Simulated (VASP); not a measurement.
Wanted: the native input for a VASP 6.6.1 run.

```
Task                   : single point
Functional             : PBE
Potentials or basis    : VASP PAW PBE potentials, release 64 (Ir)
Cutoff                 : 520 eV
k mesh                 : 12 × 12 × 12
Occupations            : methfessel-paxton, width 0.1 eV
Spin                   : no spin polarisation
Dipole correction      : no
Further INCAR settings : ALGO = Normal; EDIFF = 1e-06; NBANDS = 10
```

The structure of Ir lies in POSCAR:

```
Ir
1.0
    0.0000000000      1.9344497659      1.9344497659
    1.9344497659      0.0000000000      1.9344497659
    1.9344497659      1.9344497659      0.0000000000
Ir
1
Direct
    0.0000000000      0.0000000000      0.0000000000
```

The input as run:

INCAR

```
PREC = Accurate
ENCUT = 520
EDIFF = 1E-6
ISMEAR = 1
SIGMA = 0.1
LREAL = F
LASPH = T
NELM = 100
ALGO = Normal
ISIF = 2
LWAVE = F
LCHARG = F
GGA = PE
NBANDS = 10
```

KPOINTS

```
regular mesh
0
Gamma
  12 12 12
```

Potentials or basis: VASP PAW PBE potentials, release 64 (Ir).

Run with:

```console
$ cat potpaw_PBE.64/Ir/POTCAR > POTCAR
$ mpirun -np 1 vasp_std > vasp.out
```

Results of the run:

```json
{
 "Pressure": "0.5 GPa"
}
```

Wall time 6.1 s on 1 thread of Intel(R) Xeon(R) Platinum 8375C CPU @ 2.90GHz (Ice Lake) (shared host), peak memory 0.13 GiB.
